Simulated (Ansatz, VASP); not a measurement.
This is a calculation of I for Ansatz 0.2.0.

input.yaml

```yaml
crystal:
  lattice:
    - [3.706328296, -2.441993102, 0.0]
    - [3.706328296, 2.441993102, 0.0]
    - [0.0, 0.0, 9.9855169996]
  atoms:
    - { symbol: I, position: [0.6493, 0.3507, 0.3844] }
    - { symbol: I, position: [0.1493, 0.8507, 0.1156] }
    - { symbol: I, position: [0.3507, 0.6493, 0.6156] }
    - { symbol: I, position: [0.8507, 0.1493, 0.8844] }
kpoints:
  mp_grid: { grid: [7, 7, 3] }
scf:
  occupations: { method: fermi_dirac, width: 0.05 }
hamiltonian:
  xc: pbesol
  pseudopotentials: { kind: all_electron, lapw: { basis_error: 0.001 } }
output:
  forces: true
  stress: true
  eigenvalues: true
```

Potentials or basis: all-electron LAPW, scalar-relativistic.

Launch:

```sh
$ ansatz run input.yaml --threads 2 --pin off --max-ram 8192MiB --backend cpu --events-out ev --progress --plain --runs-dir out
```

Question: Set up the same calculation for VASP 6.6.1. Potentials there: VASP PAW PBE potentials, release 64 (I).

Answer: As run (the cutoff follows the program's own potentials):

Contents of INCAR:

```
SYSTEM = I
PREC = Accurate
ENCUT = 520
EDIFF = 1E-6
ISMEAR = -1
SIGMA = 0.05
LREAL = .False.
LASPH = .True.
NELM = 60
ALGO = Normal
ISIF = 2
LWAVE = .False.
LCHARG = .False.
GGA = PS
NBANDS = 22
```

The input KPOINTS:

```
Automatic mesh
0
Gamma
  7 7 3
  0 0 0
```

File POSCAR:

```
I
1.0
    3.7063282960     -2.4419931020      0.0000000000
    3.7063282960      2.4419931020      0.0000000000
    0.0000000000      0.0000000000      9.9855169996
I
4
Direct
    0.6493000000      0.3507000000      0.3844000000
    0.1493000000      0.8507000000      0.1156000000
    0.3507000000      0.6493000000      0.6156000000
    0.8507000000      0.1493000000      0.8844000000
```

Potentials or basis: VASP PAW PBE potentials, release 64 (I).

Run with:

```console
$ cat potpaw_PBE.64/I/POTCAR > POTCAR
$ mpirun -np 1 vasp_std > vasp.out
```

Both were run:

|  | VASP | Ansatz | Ansatz less VASP |
| --- | --- | --- | --- |
| gap on the k mesh at the Fermi level (eV) | 1.16 | 1.17 | +0.008 |
| least direct gap on the mesh (eV) | 1.22 | 1.23 | +0.010 |
| pressure (GPa) | -1.2 | -1.2 | +0.01 |
| traceless stress, the component that is largest in VASP (GPa) | 1.00 | 0.99 | -0.007 |
| rms of the force components (eV/Å) | 0.173 | 0.172 | -0.0010 |

VASP's potentials were made for PBE, not for PBEsol. Atom by atom the forces differ by 0.001 eV/Å (rms over components). Ansatz ran all-electron here, and VASP with PAW potentials.

Spin-orbit coupling is off throughout.
